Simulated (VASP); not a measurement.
The system is Al.

```xyz
1
Lattice="-1.6070 1.6070 1.6070 1.6070 -1.6070 1.6070 1.6070 1.6070 -1.6070" Properties=species:S:1:pos:R:3 pbc="T T T"
Al    0.0000    0.0000    0.0000
```

This isn't the form of Al at room conditions, which is fcc.

| Property | Result |
| --- | --- |
| Program | VASP 6.6.1 |
| Task | relaxation of cell and atoms |
| Functional | PBE |
| Dispersion | D3(BJ) |
| Potentials or basis | VASP PAW PBE potentials, release 64 (Al) |
| Cutoff | 500 eV |
| k mesh | 18 × 18 × 18 |
| Occupations | gaussian, width 0.1 eV |
| Spin | no spin polarisation |

At the start: pressure -1.9 GPa; volume 16.60 Å³/atom.

Q: Where does the relaxation end?

A: Over 3 steps the energy falls by 2.6 meV/atom and the volume is 16.17 Å³/atom (-2.6 %); space group Im-3m (No. 229, to 0.1 Å) before and after.

Step by step:
```
step  energy change (eV)  largest force (eV/Å)  pressure (GPa)  volume (Å³)
   1              0.0000                0.0000           -1.90        16.60
   2             -0.0026                0.0000            0.18        16.13
   3             -0.0026                0.0000            0.00        16.17
```

Final structure:
```cif
data_structure
_symmetry_space_group_name_H-M 'P 1'
_symmetry_Int_Tables_number 1
_cell_length_a 2.7592
_cell_length_b 2.7592
_cell_length_c 2.7592
_cell_angle_alpha 109.471
_cell_angle_beta 109.471
_cell_angle_gamma 109.471
_cell_volume 16.17
loop_
_atom_site_label
_atom_site_type_symbol
_atom_site_fract_x
_atom_site_fract_y
_atom_site_fract_z
_atom_site_occupancy
Al1 Al 0.00000 0.00000 0.00000 1
```
